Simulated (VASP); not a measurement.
# BeSe (F-43m) in VASP: settings compared, part 2 of 2

VASP 6.6.1. The steps go on from the part before.

## 3. Single point, LDA

This run uses another cell than the first one, of 16.40 Å³/atom, 0.973 times its volume.

Contents of INCAR:

```
SYSTEM = BeSe
PREC = Accurate
ENCUT = 600
EDIFF = 1E-6
ISMEAR = -1
SIGMA = 0.02
LREAL = .FALSE.
LASPH = .TRUE.
NELM = 120
ALGO = Normal
ISIF = 2
LWAVE = .FALSE.
LCHARG = .TRUE.
LELF = .TRUE.
LVHAR = .TRUE.
NBANDS = 11
GGA_COMPAT = .FALSE.
```

Contents of KPOINTS:

```
regular mesh
0
G
  8 8 8
  0 0 0
```

Contents of POSCAR:

```
BeSe
1.0
    0.0000000000      2.5408337129      2.5408337129
    2.5408337129      0.0000000000      2.5408337129
    2.5408337129      2.5408337129      0.0000000000
Be Se
1 1
Direct
    0.0000000000      0.0000000000      0.0000000000
    0.2500000000      0.2500000000      0.2500000000
```

Potentials or basis: VASP PAW LDA potentials, release 64 (Be, Se).

Run with:

```sh
$ cat potpaw_LDA.64/Be/POTCAR potpaw_LDA.64/Se/POTCAR > POTCAR
$ mpirun -np 1 vasp_std > vasp.out
```

OUTCAR:

```text
SYSTEM = BeSe
   PREC = Accurate
   ENCUT = 600
   EDIFF = 1E-6
   ISMEAR = -1
   LREAL = .FALSE.
   LASPH = .TRUE.
   NELM = 120
   ISIF = 2

 ion  position               nearest neighbor table
   1  0.000  0.000  0.000-   2 2.20   2 2.20   2 2.20   2 2.20
   2  0.250  0.250  0.250-   1 2.20   1 2.20   1 2.20   1 2.20

  LATTYP: Found a face centered cubic cell.
 ALAT       =     5.0816674258

  Lattice vectors:

 A1 = (   0.0000000000,   2.5408337129,   2.5408337129)
 A2 = (   2.5408337129,   0.0000000000,   2.5408337129)
 A3 = (   2.5408337129,   2.5408337129,   0.0000000000)

Analysis of symmetry for initial positions (statically):
=====================================================================
 Subroutine PRICEL returns:
 Original cell was already a primitive cell.

 Routine SETGRP: Setting up the symmetry group for a
 face centered cubic supercell.

 Subroutine GETGRP returns: Found 24 space group operations
 (whereof 24 operations were pure point group operations)
 out of a pool of 48 trial point group operations.

The static configuration has the point symmetry T_d .

Analysis of symmetry for dynamics (positions and initial velocities):
=====================================================================
 Subroutine PRICEL returns:
 Original cell was already a primitive cell.

 Routine SETGRP: Setting up the symmetry group for a
 face centered cubic supercell.

 Subroutine GETGRP returns: Found 24 space group operations
 (whereof 24 operations were pure point group operations)
 out of a pool of 48 trial point group operations.

The dynamic configuration has the point symmetry T_d .

 Subroutine INISYM returns: Found 24 space group operations
 (whereof 24 operations are pure point group operations),
 and found     1 'primitive' translations

----------------------------------------------------------------------------------------

                                     Primitive cell

  volume of cell :      32.8064

  direct lattice vectors                    reciprocal lattice vectors
     0.000000000  2.540833713  2.540833713    -0.196785802  0.196785802  0.196785802
     2.540833713  0.000000000  2.540833713     0.196785802 -0.196785802  0.196785802
     2.540833713  2.540833713  0.000000000     0.196785802  0.196785802 -0.196785802

  length of vectors
     3.593281497  3.593281497  3.593281497     0.340843007  0.340843007  0.340843007

  position of ions in fractional coordinates (direct lattice)
     0.000000000  0.000000000  0.000000000
     0.250000000  0.250000000  0.250000000

  ion indices of the primitive-cell ions
   primitive index   ion index
                 1           1
                 2           2

----------------------------------------------------------------------------------------

 KPOINTS: regular mesh

Automatic generation of k-mesh.
 Grid dimensions read from file:
 generate k-points for:    8    8    8

 Generating k-lattice:

  Cartesian coordinates                     Fractional coordinates (reciprocal lattice)
    -0.024598225  0.024598225  0.024598225     0.125000000  0.000000000  0.000000000
     0.024598225 -0.024598225  0.024598225     0.000000000  0.125000000  0.000000000
     0.024598225  0.024598225 -0.024598225     0.000000000  0.000000000  0.125000000

  Length of vectors
     0.042605376  0.042605376  0.042605376

  Shift w.r.t. Gamma in fractional coordinates (k-lattice)
     0.000000000  0.000000000  0.000000000

 Subroutine IBZKPT returns following result:
 ===========================================

 Found     29 irreducible k-points:

 Following reciprocal coordinates:
            Coordinates               Weight
  0.000000  0.000000  0.000000      1.000000
  0.125000  0.000000  0.000000      8.000000
  0.250000  0.000000  0.000000      8.000000
  0.375000  0.000000  0.000000      8.000000
  0.500000  0.000000  0.000000      4.000000
  0.125000  0.125000  0.000000      6.000000
[... 16 lines left out ...]
  0.500000  0.250000  0.125000     48.000000
 -0.375000  0.250000  0.125000     24.000000
 [... further k-points ...]
   k-points           NKPTS =     29   k-points in BZ     NKDIM =     29   number of bands    NBANDS=     11
   number of dos      NEDOS =    301   number of ions     NIONS =      2
   total plane-waves  NPLWV =  27000
   dimension x,y,z NGX =    30 NGY =   30 NGZ =   30
   dimension x,y,z NGXF=    60 NGYF=   60 NGZF=   60
   ions per type =               1   1
   NGX,Y,Z   is equivalent  to a cutoff of  13.88, 13.88, 13.88 a.u.
   NGXF,Y,Z  is equivalent  to a cutoff of  27.76, 27.76, 27.76 a.u.
 SYSTEM =  BeSe
   PREC   = accura    normal or accurate (medium, high low for compatibility)
   ISTART =      0    job   : 0-new  1-cont  2-samecut
   ICHARG =      2    charge: 1-file 2-atom 10-const
   ISPIN  =      1    spin polarized calculation?
   LNONCOLLINEAR =      F non collinear calculations
   LSORBIT =      F    spin-orbit coupling
   LASPH  =      T    aspherical Exc in radial PAW
   ENCUT  =  600.0 eV  44.10 Ry    6.64 a.u.   7.18  7.18  7.18*2*pi/ulx,y,z
   NELM   =    120;   NELMIN=  2; NELMDL= -5     # of ELM steps
   EDIFF  = 0.1E-05   stopping-criterion for ELM
   LREAL  =      F    real-space projection
   EDIFFG = 0.1E-04   stopping-criterion for IOM
   NSW    =      0    number of steps for IOM
   IBRION =     -1    ionic relax: 0-MD 1-quasi-New 2-CG
   NFREE  =      0    steps in history (QN), initial steepest desc. (CG)
   ISIF   =      2    stress and relaxation
   ISYM   =      2    0-nonsym 1-usesym 2-fastsym
   POTIM  = 0.5000    time-step for ionic-motion
   TEBEG  =    0.0;   TEEND  =   0.0 temperature during run
   PSTRESS=    0.0 pullay stress
   NELECT =       8.0000    total number of electrons
   NUPDOWN=      -1.0000    fix difference up-down
   EMIN   =  10.00;   EMAX   =-10.00  energy-range for DOS
   EFERMI =   0.00;   METHOD = LEGACY
   ISMEAR =    -1;   SIGMA  =   0.02  broadening in eV -4-tet -1-fermi 0-gaus
   EFERMI_NEDOS =   21; number of points for ismear=-14 and -15
   IALGO  =     38    algorithm
   IMIX   =      4    mixing-type and parameters
     AMIX     =   0.40;   BMIX     =  1.00
     AMIX_MAG =   1.60;   BMIX_MAG =  1.00
  volume/ion in A,a.u.               =      16.40       110.69
  Fermi-wavevector in a.u.,A,eV,Ry     =   1.022787  1.932787 14.232966  1.046093
  Thomas-Fermi vector in A             =   2.156485
   LORBIT       =      0    0 simple, 1 ext, 2 COOP (PROOUT), +10 PAW based schemes
   GGA     = CA    functional components
   LHFCALC =     F    Hartree Fock is set to
   AEXX    =    0.0000 exact exchange contribution
   IVDW    =     0    specifies the selected vdW correction
   LEPSILON=     F    determine dielectric tensor
   LRPA    =     F    only Hartree local field effects (RPA)
 non-spin polarized calculation
  energy-cutoff  :      600.00
  volume of cell :       32.81
 maximum number of plane-waves:      1108
 NGX is ok and might be reduce to    30
   NGX = 15   NGY = 15   NGZ = 15

 number of electron       8.0000001 magnetization

 Free energy of the ion-electron system (eV)
  ---------------------------------------------------
  ext. energy  EPLUGINS =         0.00000000
  ---------------------------------------------------
  free energy    TOTEN  =       -10.01010029 eV

  energy without entropy =      -10.01010029  energy(sigma->0) =      -10.01010029

 E-fermi :   4.1243     XC(G=0):  -9.8125

 val. band max:        3.6778045735   @ k =   0.0000   0.0000   0.0000
 cond. band min:       6.0685141809   @ k =   0.5000   0.5000   0.0000
 fundamental gap:      2.3907096074
 Fermi energy:         4.1242962382

 k-point     1 :       0.0000    0.0000    0.0000
  band No.  band energies     occupation
      1     -10.3770      2.00000
      2       3.6778      2.00000
      3       3.6778      2.00000
      4       3.6778      2.00000
      5       8.1421      0.00000
      6       8.6111      0.00000
      7       8.6111      0.00000
      8       8.6111      0.00000
      9      15.7301      0.00000
     10      16.3373      0.00000
     11      16.3373      0.00000
[... 309 lines left out ...]
 k-point    24 :      -0.3750    0.2500    0.1250
  band No.  band energies     occupation
      1      -8.6971      2.00000
      2      -1.7689      2.00000
      3       0.6887      2.00000
      4       1.6935      2.00000
      5       9.0466      0.00000
      6       9.4111      0.00000
      7      12.1002      0.00000
      8      13.4207      0.00000
      9      14.0472      0.00000
     10      18.3180      0.00000
     11      18.4628      0.00000

 [... further k-points ...]
[... 5 lines left out ...]
  --------------------------------------------------------------------------------------
  -------------------------------------------------------------------------------------
  Total        0.0575471      0.0575471      0.0575471      0.0000000      0.0000000     -0.0000000
  in kB        2.8104472      2.8104472      2.8104472      0.0000000      0.0000000     -0.0000000
  external PRESSURE =       2.8104472 kB  Pullay stress =       0.0000000 kB

 VOLUME and BASIS-vectors are now :
 -----------------------------------------------------------------------------
  energy-cutoff  :      600.00
  volume of cell :       32.81
      direct lattice vectors                 reciprocal lattice vectors
     0.000000000  2.540833713  2.540833713    -0.196785802  0.196785802  0.196785802
     2.540833713  0.000000000  2.540833713     0.196785802 -0.196785802  0.196785802
     2.540833713  2.540833713  0.000000000     0.196785802  0.196785802 -0.196785802

 POSITION                                       TOTAL-FORCE (eV/Angst)
 -----------------------------------------------------------------------------------
      0.00000      0.00000      0.00000        -0.000000     -0.000000     -0.000000
      1.27042      1.27042      1.27042         0.000000      0.000000      0.000000
 -----------------------------------------------------------------------------------
    total drift:                                0.000000      0.000000      0.000000

  FREE ENERGIE OF THE ION-ELECTRON SYSTEM (eV)
  ---------------------------------------------------
  free  energy   TOTEN  =       -10.0101002856 eV

  energy  without entropy=      -10.0101002856  energy(sigma->0) =      -10.01010029
```

It took 13 s on 1 thread of Intel Xeon Platinum 8259CL at 2.50GHz (Skylake/Cascade Lake), shared host; peak memory 0.15 GiB.

What came out:

| Item | Value |
| --- | --- |
| Free energy | -10.0101 eV |
| Pressure | 0.3 GPa |
| Band gap on the k mesh | 2.39 eV, indirect (least direct gap 4.46 eV) |

A k mesh can miss the band edges.

## 4. Single point, PBE

This run uses another cell than the first one, of 17.35 Å³/atom, 1.029 times its volume.

Contents of INCAR:

```
PREC = Accurate
ENCUT = 600
EDIFF = 1E-6
ISMEAR = -1
SIGMA = 0.02
LREAL = False
LASPH = True
NELM = 120
ALGO = Normal
ISIF = 2
LWAVE = False
LCHARG = True
GGA = PE
LELF = True
LVHAR = True
NBANDS = 11
GGA_COMPAT = False
```

Contents of KPOINTS:

```
regular mesh
0
Gamma
  8 8 8
```

Contents of POSCAR:

```
BeSe
1.0
    0.0000000000      2.5889059340      2.5889059340
    2.5889059340      0.0000000000      2.5889059340
    2.5889059340      2.5889059340      0.0000000000
Be Se
1 1
Direct
    0.0000000000      0.0000000000      0.0000000000
    0.2500000000      0.2500000000      0.2500000000
```

Potentials or basis: VASP PAW PBE potentials, release 64 (Be, Se).

Run with:

```sh
$ cat potpaw_PBE.64/Be/POTCAR potpaw_PBE.64/Se/POTCAR > POTCAR
$ mpirun -np 1 vasp_std > vasp.out
```

It took 21 s on 1 thread of Intel Xeon Platinum 8259CL at 2.50GHz (Skylake/Cascade Lake), shared host; peak memory 0.17 GiB.

The run converged. Its results:

```yaml
Free_energy: -8.8592 eV
Pressure: 0.2 GPa
Band_gap_on_the_k_mesh: 2.66 eV, indirect (least direct gap 4.22 eV)
```

Levels at points of the mesh, in eV from the valence-band top:
```csv
k point,band 1,band 2,band 3,band 4,band 5,band 6,band 7,band 8,band 9
"(0.00, 0.00, 0.00)",-13.67,0.00,0.00,0.00,4.22,5.01,5.01,5.01,11.92
"(0.50, 0.00, 0.00)",-12.38,-5.58,-1.05,-1.05,4.26,5.96,5.96,9.95,13.38
"(0.50, 0.50, 0.00)",-11.94,-4.98,-2.59,-2.59,2.66,4.21,11.55,11.55,14.39
```

A k mesh can miss the band edges. PBE gaps usually lie below the measured ones, often by a third to a half.

## 5. Single point, r2SCAN

This run uses another cell than the first one, of 17.19 Å³/atom, 1.020 times its volume.

Contents of POSCAR:

```
BeSe
1.0
    0.0000000000      2.5810353788      2.5810353788
    2.5810353788      0.0000000000      2.5810353788
    2.5810353788      2.5810353788      0.0000000000
Be Se
1 1
Direct
    0.0000000000      0.0000000000      0.0000000000
    0.2500000000      0.2500000000      0.2500000000
```

Contents of INCAR.step1:

```
PREC = Accurate ; ENCUT = 660
ISMEAR = -1 ; SIGMA = 0.02
LREAL = F ; LASPH = T
NELM = 120 ; NBANDS = 11
GGA = PE ; ALGO = Normal
EDIFF = 1E-5 ; LWAVE = T
LCHARG = F ; GGA_COMPAT = F
```

Contents of INCAR.step2:

```
PREC = Accurate ; ENCUT = 660
EDIFF = 1E-6 ; ISMEAR = -1
SIGMA = 0.02 ; LREAL = F
LASPH = T ; NELM = 120
ALGO = Normal ; ISIF = 2
LWAVE = F ; LCHARG = T
METAGGA = R2SCAN ; LMIXTAU = T
LELF = T ; LVHAR = T
NBANDS = 11 ; ISTART = 1
GGA_COMPAT = F
```

KPOINTS is that of step 4.

Run with:

```sh
$ cat potpaw_PBE.64/Be/POTCAR potpaw_PBE.64/Se/POTCAR > POTCAR
$ cp INCAR.step1 INCAR
$ mpirun -np 1 vasp_std > vasp.out
$ cp INCAR.step2 INCAR
$ mpirun -np 1 vasp_std > vasp.out
```

Run time: 47 s. Hardware: 1 thread of Intel Xeon Platinum 8259CL at 2.50GHz (Skylake/Cascade Lake), shared host; peak memory 0.19 GiB.

It converged, with:

* Free energy: -20.5299 eV
* Pressure: 0.3 GPa
* Band gap on the k mesh: 3.12 eV, indirect (least direct gap 5.04 eV)

Levels at points of the mesh, in eV from the valence-band top:
| k point | band 2 | band 3 | band 4 | band 5 | band 6 | band 7 |
| --- | --- | --- | --- | --- | --- | --- |
| (0.00, 0.00, 0.00) | 0.00 | 0.00 | 0.00 | 5.04 | 5.59 | 5.59 |
| (0.50, 0.00, 0.00) | -5.80 | -1.08 | -1.08 | 4.91 | 6.55 | 6.55 |
| (0.50, 0.50, 0.00) | -5.18 | -2.68 | -2.68 | 3.12 | 4.68 | 12.67 |

Caveat: the PAW data sets were made with another functional, which shifts forces and pressure a little.

## 6. Summary

| level | potentials or basis | cell | cutoff (eV) | gap on the mesh (eV) | pressure (GPa) |
| --- | --- | --- | --- | --- | --- |
| PBEsol | VASP PAW PBE potentials, release 64 (Be, Se) | a = 3.626 Å, angles 60.0°, 2 atoms | 600 | 2.45 | 0.3 |
| LDA | VASP PAW LDA potentials, release 64 (Be, Se) | a = 3.593 Å, angles 60.0°, 2 atoms | 600 | 2.39 | 0.3 |
| PBE | VASP PAW PBE potentials, release 64 (Be, Se) | a = 3.661 Å, angles 60.0°, 2 atoms | 600 | 2.66 | 0.2 |
| r2SCAN | VASP PAW PBE potentials, release 64 (Be, Se) | a = 3.650 Å, angles 60.0°, 2 atoms | 660 | 3.12 | 0.3 |

Alike in all rows: task single point; no spin polarisation; k mesh 8 × 8 × 8; smearing fermi-dirac 0.02 eV.

Caveats: the PAW data sets were made with another functional, which shifts forces and pressure a little (some runs).

Total energies depend on the potentials used, so only differences within one code and one set of settings carry meaning.
